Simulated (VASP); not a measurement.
A run of VASP 6.6.1:

File INCAR:

```
SYSTEM = Au
PREC = Accurate ; ENCUT = 520
EDIFF = 1E-6 ; ISMEAR = -1
SIGMA = 0.05 ; LREAL = .FALSE.
LASPH = .TRUE. ; NELM = 60
ALGO = Normal ; ISIF = 2
LWAVE = .FALSE. ; LCHARG = .FALSE.
LDIPOL = .TRUE. ; IDIPOL = 3
DIPOL = 0.5 0.5 0.500 ; GGA = PE
NBANDS = 42
```

Contents of KPOINTS:

```
regular mesh
0
G
  12 9 1
  0 0 0
```

File POSCAR:

```
Au
1.0
    2.9400990585      0.0000000000      0.0000000000
    0.0000000000      4.1579279633      0.0000000000
    0.0000000000      0.0000000000     23.3502000000
Au
6
Direct
    0.2500000000      0.2500000000      0.3426084649
    0.7500000000      0.7500000000      0.4055650789
    0.2500000000      0.2500000000      0.4685216930
    0.7500000000      0.7500000000      0.5314783070
    0.2500000000      0.2500000000      0.5944349211
    0.7500000000      0.7500000000      0.6573915351
```

Potentials or basis: VASP PAW PBE potentials, release 64 (Au).

Run with:

```sh
$ cat potpaw_PBE.64/Au/POTCAR > POTCAR
$ mpirun -np 1 vasp_std > vasp.out
```

Hardware: 1 thread of Intel Xeon 8259CL (shared host).

Task: How long does it take, and how much memory?

Result: Run time: 17 min on 1 thread of Intel Xeon 8259CL, with other jobs on the host, peak memory 0.55 GiB. Counts: scf iterations 20, k points 35.
